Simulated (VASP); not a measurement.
Sb: electric field gradients with PBE

Crystal: Sb.

```
Sb
1.0
     3.36900    0.00000    0.00000
    -1.68450    2.91764    0.00000
     0.00000    0.00000    5.33000
Sb
2
Direct
  0.33333 0.66667 0.25000
  0.66667 0.33333 0.75000
```

This isn't the form of Sb at room conditions, which is rhombohedral.

| Property | Result |
| --- | --- |
| Program | VASP 6.6.1 |
| Task | electric field gradients |
| Functional | PBE |
| Potentials or basis | VASP PAW PBE potentials, release 64 (Sb) |
| Cutoff | 520 eV |
| k mesh | 12 × 12 × 7 |
| Occupations | fermi-dirac, width 0.05 eV |
| Spin | non-collinear spin, zero start, spin-orbit coupling |
| Starting moments | [[0.0, 0.0, 0.0], [0.0, 0.0, 0.0]] μB |
| Dipole correction | no |
| Further INCAR settings | ALGO = Normal; EDIFF = 1e-08; NBANDS = 22 |

```json
{"Pressure": "3.0 GPa", "Net moment": "0.00 μB per cell", "Largest electric field gradient by atom": "Sb +23.5 V/Å²", "Valence electrons inside the program's atomic spheres": "Sb 2.35"}
```

Stress tensor (GPa, compression positive):
```
3.36 0.00 0.00
0.00 3.36 0.00
0.00 0.00 2.29
```

Moments on the atoms (μB; x, y, z):
```
Sb  0.00 0.00 0.00
Sb  0.00 0.00 0.00
```

Electric field gradients, principal values (V/Å²):
```
atom    least   middle  greatest (by size)
1 Sb  -11.726  -11.726              23.452
2 Sb  -11.726  -11.726              23.452
```

Wall time 3.5 min on 1 thread of Intel(R) Xeon(R) Platinum 8259CL CPU @ 2.50GHz (Skylake/Cascade Lake), with other jobs on the host, peak memory 0.36 GiB.

Caveat: the cell stands under pressure; without QUAD_EFG the Cq values of the log hold for a quadrupole moment of 1 mb, not for the nuclei.
